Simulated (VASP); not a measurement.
# Cl: relaxation of cell and atoms with PBE

The system is Cl.

```
Cl
1.0
     0.00000    3.07500    3.07500
     3.07500    0.00000    3.07500
     3.07500    3.07500    0.00000
Cl
2
Cartesian
  6.1500 6.1500 6.1500
  1.5375 1.5375 1.5375
```

```yaml
Program: VASP 6.6.1
Task: relaxation of cell and atoms
Functional: PBE
Potentials_or_basis: VASP PAW PBE potentials, release 64 (Cl)
Cutoff: 500 eV
k_mesh: 5 × 5 × 5
Occupations: fermi-dirac, width 0.01 eV
Spin: no spin polarisation
Target_pressure: 10 GPa
Dipole_correction: no
Further_INCAR_settings: ALGO = Normal; EDIFF = 1e-07; IBRION = 2; EDIFFG = -0.02; NSW = 60; ISIF = 3
```

| Quantity | Value |
| --- | --- |
| Relaxed volume | 25.28 Å³/atom |
| Relaxed cell | a = 4.150 Å, b = 4.150 Å, c = 4.150 Å, α = 60.00°, β = 60.00°, γ = 60.00° |
| Space group after relaxing (to 0.1 Å) | Fd-3m (No. 227) |
| Energy change on relaxing (the run minimises the enthalpy) | +153.1 meV/atom |
| Ionic steps | 3 |
| Pressure after relaxing | 10.0 GPa |
| Band gap on the k mesh | zero (bands 7 and 8 overlap by 1.88 eV) |

The path:
```csv
step,energy change (eV),largest force (eV/Å),pressure (GPa),volume (Å³)
1,0.0000,0.0000,3.59,58.15
2,0.4207,0.0000,12.10,48.89
3,0.3061,0.0000,10.03,50.56
```

Final structure:
```cif
data_structure
_symmetry_space_group_name_H-M 'P 1'
_symmetry_Int_Tables_number 1
_cell_length_a 4.1505
_cell_length_b 4.1505
_cell_length_c 4.1505
_cell_angle_alpha 60.000
_cell_angle_beta 60.000
_cell_angle_gamma 60.000
_cell_volume 50.56
loop_
_atom_site_label
_atom_site_type_symbol
_atom_site_fract_x
_atom_site_fract_y
_atom_site_fract_z
_atom_site_occupancy
Cl1 Cl 0.00000 0.00000 0.00000 1
Cl2 Cl 0.25000 0.25000 0.25000 1
```

Levels at points of the mesh, in eV from the Fermi level:
```tsv
k point	band 4	band 5	band 6	band 7	band 8	band 9	band 10	band 11
(0.00, 0.00, 0.00)	-4.04	-4.04	-1.47	-1.47	-1.47	6.19	9.75	9.75
```

Run time: 23 s on 1 thread of AMD EPYC 7R43 64-Core Processor (Zen 3) (shared host), peak memory 0.13 GiB.

Caveat: the cell is relaxed towards a set pressure, so the run minimises the enthalpy, not the energy.
